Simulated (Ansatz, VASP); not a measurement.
# One calculation of TiRe, two programs

```
Ti Re
1.0
     3.11800    0.00000    0.00000
     0.00000    3.11800    0.00000
     0.00000    0.00000    3.11800
Ti Re
1 1
Direct
  0.47000 0.47000 0.47000
  0.03000 0.03000 0.03000
```

Change from the starting cell: shortest bond scaled by 0.88, LAPW.

Alike in both runs: task single point; functional PBEsol; k mesh 10 × 10 × 10; occupations fermi-dirac, width 0.05 eV; no spin polarisation.

|  | VASP | Ansatz |
| --- | --- | --- |
| version | VASP 6.6.1 | Ansatz 0.2.0 |
| potentials or method | VASP PAW PBE potentials, release 64 (Ti_sv, Re), cutoff 520 eV | all-electron LAPW, scalar-relativistic |

|  | VASP | Ansatz | Ansatz less VASP |
| --- | --- | --- | --- |
| pressure (GPa) | 0.5 | 0.4 | -0.10 |
| traceless stress, the component that is largest in VASP (GPa) | 1.86 | 1.69 | -0.171 |
| rms of the force components (eV/Å) | 1.747 | 1.734 | -0.0136 |

VASP's potentials were made for PBE, not for PBEsol. Atom by atom the forces differ by 0.014 eV/Å (rms over components). Ansatz ran all-electron here, and VASP with PAW potentials.

Spin-orbit coupling is off throughout.
